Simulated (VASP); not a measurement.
The system is Ti.

```
CELL_PARAMETERS angstrom
0.00000 2.05457 2.05457
2.05457 0.00000 2.05457
2.05457 2.05457 0.00000
ATOMIC_POSITIONS crystal
Ti 0.00000 0.00000 0.00000
```

Base run:

| Property | Result |
| --- | --- |
| Program | VASP 6.6.1 |
| Functional | PBEsol |
| Potentials or basis | VASP PAW PBE potentials, release 64 (Ti_sv) |
| Cutoff | 520 eV |
| k mesh | 14 × 14 × 14 |
| Occupations | fermi-dirac, width 0.03 eV |
| Spin | no spin polarisation |

Its results: band gap on the k mesh zero (band 6 reaches 8.98 eV, above the bottom of band 7 at 7.71 eV); pressure -4.4 GPa.

**Question.** After a change of settings the same cell gave: band gap on the k mesh zero (band 6 reaches 9.11 eV, above the bottom of band 7 at 7.84 eV); pressure 0.0 GPa. Which change was it?
A. functional from PBEsol to LDA; potentials or basis from VASP PAW PBE potentials, release 64 (Ti_sv) to VASP PAW LDA potentials, release 64 (Ti_sv)
B. functional from PBEsol to PBE
C. further incar settings from ALGO = Normal; EDIFF = 1e-08; NBANDS = 12 to ALGO = Normal; EDIFF = 1e-06; NBANDS = 12

**Answer.** B.

PBE binds less tightly than PBEsol, so the same cell stands under more pressure.

Caveats: the PAW data sets were made with another functional, which shifts forces and pressure a little (some runs).
